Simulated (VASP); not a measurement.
# HgTe (F-43m) in VASP: elastic constants with LDA

Aim: the elastic constants of HgTe with LDA.

All numbers are computed with VASP 6.6.1; they aren't measurements. Logs are shortened: lines on timing, memory, paths and dates and some standing lists are left out, and cuts for length are marked.

**1. The cell of the first run**

The structure is cubic, space group F-43m (No. 216). Conventional cell: a = 6.436 Å, b = 6.436 Å, c = 6.436 Å, α = 90.00°, β = 90.00°, γ = 90.00°. Hg (site symmetry -43m) has 4 Te at 2.79 Å within 3.7 Å. Within 3.7 Å of Te (site symmetry -43m) lie 4 Hg at 2.79 Å.

**2. Elastic constants, LDA**

Input file INCAR:

```
SYSTEM = HgTe
ALGO     = Normal         ! electronic algorithm
EDIFF    = 1E-8           ! SCF threshold, eV
ENCUT    = 600            ! plane-wave cutoff, eV
GGA      = CA             ! functional
IBRION   = 6              ! ionic algorithm
ISIF     = 3              ! what is computed and relaxed
ISMEAR   = 0              ! smearing method
LASPH    = .True.         ! aspherical terms in the spheres
LCHARG   = .True.         ! write CHGCAR
LREAL    = .False.        ! projectors in reciprocal space
LWAVE    = .False.        ! write WAVECAR
NELM     = 100            ! most SCF steps
NFREE    = 2            
NSW      = 1              ! ionic steps
POTIM    = 0.015          ! step
PREC     = Accurate       ! precision mode
SIGMA    = 0.05           ! smearing width, eV
```

Input file KPOINTS:

```
k-points
0
Gamma
  8 8 8
  0 0 0
```

Input file POSCAR:

```
HgTe
1.0
    0.0000000000      3.2178525649      3.2178525649
    3.2178525649      0.0000000000      3.2178525649
    3.2178525649      3.2178525649      0.0000000000
Hg Te
1 1
Direct
    0.0000000000      0.0000000000      0.0000000000
    0.2500000000      0.2500000000      0.2500000000
```

Potentials or basis: VASP PAW LDA potentials, release 64 (Hg, Te).

Started as:

```console
> cat potpaw_LDA.64/Hg/POTCAR potpaw_LDA.64/Te/POTCAR > POTCAR
> mpirun -np 1 vasp_std > vasp.out
```

OUTCAR:

```text
SYSTEM = HgTe
   EDIFF = 1E-8
   ENCUT = 600
   GGA = CA
   IBRION = 6
   ISIF = 3
   ISMEAR = 0
   LASPH = .True.
   LREAL = .False.
   NELM = 100
   NFREE = 2
   NSW = 1
   POTIM = 0.015
   PREC = Accurate

 ion  position               nearest neighbor table
   1  0.000  0.000  0.000-   2 2.79   2 2.79   2 2.79   2 2.79
   2  0.250  0.250  0.250-   1 2.79   1 2.79   1 2.79   1 2.79

  LATTYP: Found a face centered cubic cell.
 ALAT       =     6.4357051298

  Lattice vectors:

 A1 = (   0.0000000000,   3.2178525649,   3.2178525649)
 A2 = (   3.2178525649,   0.0000000000,   3.2178525649)
 A3 = (   3.2178525649,   3.2178525649,   0.0000000000)

Analysis of symmetry for initial positions (statically):
=====================================================================
 Subroutine PRICEL returns:
 Original cell was already a primitive cell.

 Routine SETGRP: Setting up the symmetry group for a
 face centered cubic supercell.

 Subroutine GETGRP returns: Found 24 space group operations
 (whereof 24 operations were pure point group operations)
 out of a pool of 48 trial point group operations.

The static configuration has the point symmetry T_d .

Analysis of symmetry for dynamics (positions and initial velocities):
=====================================================================
 Subroutine PRICEL returns:
 Original cell was already a primitive cell.

 Routine SETGRP: Setting up the symmetry group for a
 face centered cubic supercell.

 Subroutine GETGRP returns: Found 24 space group operations
 (whereof 24 operations were pure point group operations)
 out of a pool of 48 trial point group operations.

The dynamic configuration has the point symmetry T_d .

 Subroutine INISYM returns: Found 24 space group operations
 (whereof 24 operations are pure point group operations),
 and found     1 'primitive' translations

----------------------------------------------------------------------------------------

                                     Primitive cell

  volume of cell :      66.6390

  direct lattice vectors                    reciprocal lattice vectors
     0.000000000  3.217852565  3.217852565    -0.155383129  0.155383129  0.155383129
     3.217852565  0.000000000  3.217852565     0.155383129 -0.155383129  0.155383129
     3.217852565  3.217852565  0.000000000     0.155383129  0.155383129 -0.155383129

  length of vectors
     4.550730739  4.550730739  4.550730739     0.269131474  0.269131474  0.269131474

  position of ions in fractional coordinates (direct lattice)
     0.000000000  0.000000000  0.000000000
     0.250000000  0.250000000  0.250000000

  ion indices of the primitive-cell ions
   primitive index   ion index
                 1           1
                 2           2

----------------------------------------------------------------------------------------

 KPOINTS: k-points

Automatic generation of k-mesh.
 Grid dimensions read from file:
 generate k-points for:    8    8    8

 Generating k-lattice:

  Cartesian coordinates                     Fractional coordinates (reciprocal lattice)
    -0.019422891  0.019422891  0.019422891     0.125000000  0.000000000  0.000000000
[... 111 lines left out ...]

  FORCE on cell =-STRESS in cart. coord.  units (eV):
  Direction    XX          YY          ZZ          XY          YZ          ZX
  --------------------------------------------------------------------------------------
  -------------------------------------------------------------------------------------
  Total        0.1206605      0.1206605      0.1206605     -0.0000000      0.0000000     -0.0000000
  in kB        2.9009962      2.9009962      2.9009962     -0.0000000      0.0000000     -0.0000000
  external PRESSURE =       2.9009962 kB  Pullay stress =       0.0000000 kB
[... 89 lines left out ...]
  FREE ENERGIE OF THE ION-ELECTRON SYSTEM (eV)
  ---------------------------------------------------
  free  energy   TOTEN  =        -5.0310508227 eV

  energy  without entropy=       -5.0309352281  energy(sigma->0) =       -5.03099303

[... ionic steps 4 to 14 ...]

--------------------------------------- Ionic step       15  -------------------------------------------

 number of electron      18.0000000 magnetization

------------------------ aborting loop because EDIFF is reached ----------------------------------------
[... 67 lines left out ...]
--------------------------------------- Ionic step       17  -------------------------------------------

 number of electron      18.0000000 magnetization

 Free energy of the ion-electron system (eV)
  ---------------------------------------------------
  ext. energy  EPLUGINS =         0.00000000
  ---------------------------------------------------
  free energy    TOTEN  =        -5.03523567 eV

  energy without entropy =       -5.03508720  energy(sigma->0) =       -5.03516144

 E-fermi :   3.0611     XC(G=0):  -9.1573

 val. band max:        3.0527646969   @ k =   0.0000   0.0000   0.0000
 cond. band min:       3.6267012729   @ k =   0.0000   0.5000   0.0000
 fundamental gap:      0.5739365760
 Fermi energy:         3.0611378421

 k-point     1 :       0.0000    0.0000    0.0000
  band No.  band energies     occupation
      1      -9.0910      2.00000
      2      -4.4224      2.00000
      3      -4.4089      2.00000
      4      -4.3952      2.00000
      5      -3.8600      2.00000
      6      -3.8597      2.00000
      7       2.2092      2.00000
      8       3.0379      1.48882
      9       3.0464      1.32397
     10       3.0528      1.18721
     11       7.1683      0.00000
     12       7.1789      0.00000
     13       7.1909      0.00000
[... 354 lines left out ...]
  band No.  band energies     occupation
      1      -8.3958      2.00000
      2      -4.2365      2.00000
      3      -4.1966      2.00000
      4      -3.9036      2.00000
      5      -3.8568      2.00000
      6      -3.4757      2.00000
      7      -2.4576      2.00000
      8       0.5033      2.00000
      9       1.4534      2.00000
     10       5.2629      0.00000
     11       7.3348      0.00000
     12       8.5539      0.00000
     13      10.0045      0.00000

 [... further k-points ...]

------------------------ aborting loop because EDIFF is reached ----------------------------------------

  FORCE on cell =-STRESS in cart. coord.  units (eV):
  Direction    XX          YY          ZZ          XY          YZ          ZX
  --------------------------------------------------------------------------------------
  -------------------------------------------------------------------------------------
  Total        0.1211707      0.1229777      0.1229777      0.0000000      0.0876638      0.0000000
  in kB        2.9132644      2.9567090      2.9567090      0.0000000      2.1076702      0.0000000
  external PRESSURE =       2.9422275 kB  Pullay stress =       0.0000000 kB
[... 17 lines left out ...]
  FREE ENERGIE OF THE ION-ELECTRON SYSTEM (eV)
  ---------------------------------------------------
  free  energy   TOTEN  =        -5.0352356687 eV

  energy  without entropy=       -5.0350872045  energy(sigma->0) =       -5.03516144

 INTERNAL STRAIN TENSORS FROM STRAINED CELLS
 ============================================

 INTERNAL STRAIN TENSOR FOR ION    1 for displacements in x,y,z  (eV/Angst):
          X           Y           Z          XY          YZ          ZX
  --------------------------------------------------------------------------------
  x     0.00000     0.00000    -0.00000    -0.00000     5.85857     0.00000
  y    -0.00000    -0.00000    -0.00000     0.00000     0.00000     5.85735
  z     0.00000     0.00000    -0.00000     5.85825     0.00000     0.00000

 INTERNAL STRAIN TENSORS FROM DISPLACED ATOMS
 ============================================

 INTERNAL STRAIN TENSOR FOR ION    1 for displacements in x,y,z  (eV/Angst):
          X           Y           Z          XY          YZ          ZX
  --------------------------------------------------------------------------------
  x    -0.00000    -0.00000    -0.00000     0.00000     5.83977     0.00000
  y     0.00000     0.00000     0.00000     0.00000     0.00000     5.83977
  z    -0.00000    -0.00000    -0.00000     5.83977     0.00000     0.00000

 INTERNAL STRAIN TENSOR FOR ION    2 for displacements in x,y,z  (eV/Angst):
          X           Y           Z          XY          YZ          ZX
  --------------------------------------------------------------------------------
  x    -0.00000    -0.00000    -0.00000     0.00000    -5.85449     0.00000
  y     0.00000     0.00000     0.00000     0.00000     0.00000    -5.85449
  z    -0.00000    -0.00000    -0.00000    -5.85449     0.00000     0.00000

 Eigenvectors and eigenvalues of the dynamical matrix
 ----------------------------------------------------

   1 f  =    3.543512 THz    22.264544 2PiTHz  118.198843 cm-1    14.654782 meV
             X         Y         Z           dx          dy          dz
      0.000000  0.000000  0.000000    -0.623548   -0.000000    0.000000
      1.608926  1.608926  1.608926     0.781785   -0.000000    0.000000
[... 21 lines left out ...]
   6 f/i=    0.000048 THz     0.000301 2PiTHz    0.001599 cm-1     0.000198 meV
             X         Y         Z           dx          dy          dz
      0.000000  0.000000  0.000000     0.764079    0.154195   -0.059953
      1.608926  1.608926  1.608926     0.609426    0.122985   -0.047818

--------------------------------------------------------------------------------------------------------

 ELASTIC MODULI CONTR FROM IONIC RELAXATION (kBar)
 Direction    XX          YY          ZZ          XY          YZ          ZX
 --------------------------------------------------------------------------------
 XX          -0.0000     -0.0000     -0.0000      0.0000      0.0000     -0.0000
 YY          -0.0000     -0.0000     -0.0000      0.0000      0.0000     -0.0000
 ZZ          -0.0000     -0.0000     -0.0000      0.0000      0.0000     -0.0000
 XY           0.0000      0.0000      0.0000   -205.1465      0.0000      0.0000
 YZ           0.0000      0.0000      0.0000      0.0000   -205.1465      0.0000
 ZX          -0.0000     -0.0000     -0.0000      0.0000      0.0000   -205.1465
 --------------------------------------------------------------------------------

 TOTAL ELASTIC MODULI (kBar)
 Direction    XX          YY          ZZ          XY          YZ          ZX
 --------------------------------------------------------------------------------
 XX         592.8088    432.1259    432.1259      0.0000      0.0000     -0.0000
 YY         432.1259    592.8088    432.1259     -0.0000      0.0000     -0.0000
 ZZ         432.1259    432.1259    592.8088      0.0000     -0.0000     -0.0000
 XY           0.0000     -0.0000      0.0000    216.5858      0.0000      0.0000
 YZ           0.0000      0.0000     -0.0000      0.0000    216.5858      0.0000
 ZX          -0.0000     -0.0000     -0.0000      0.0000      0.0000    216.5858
 --------------------------------------------------------------------------------
```

Run time: 6 min. Hardware: 1 thread of Intel Xeon 6975P-C (Granite Rapids), shared host; peak memory 0.39 GiB.

Results:

```yaml
Elastic_constants_C11_C12_C44: 59, 43, 22 GPa
Voigt_bulk_modulus: 49 GPa
Highest_phonon_frequency_at_Γ_LO-TO_splitting_left_out: 118 cm⁻¹
```

Phonon frequencies in cm⁻¹ (negative: imaginary):
| q point | frequencies |
| --- | --- |
| (0.000, 0.000, 0.000) | 0 0 0 118 118 118 |

Elastic tensor in Voigt notation (GPa, in the Cartesian axes of the cell as first typed):
```
59 43 43  0  0  0
43 59 43  0  0  0
43 43 59  0  0  0
 0  0  0 22  0  0
 0  0  0  0 22  0
 0  0  0  0  0 22
```

Clamped-ion elastic tensor (GPa):
```
59 43 43  0  0  0
43 59 43  0  0  0
43 43 59  0  0  0
 0  0  0 42  0  0
 0  0  0  0 42  0
 0  0  0  0  0 42
```

Caveat: spin-orbit coupling is left out, which moves the levels of the heavy elements.
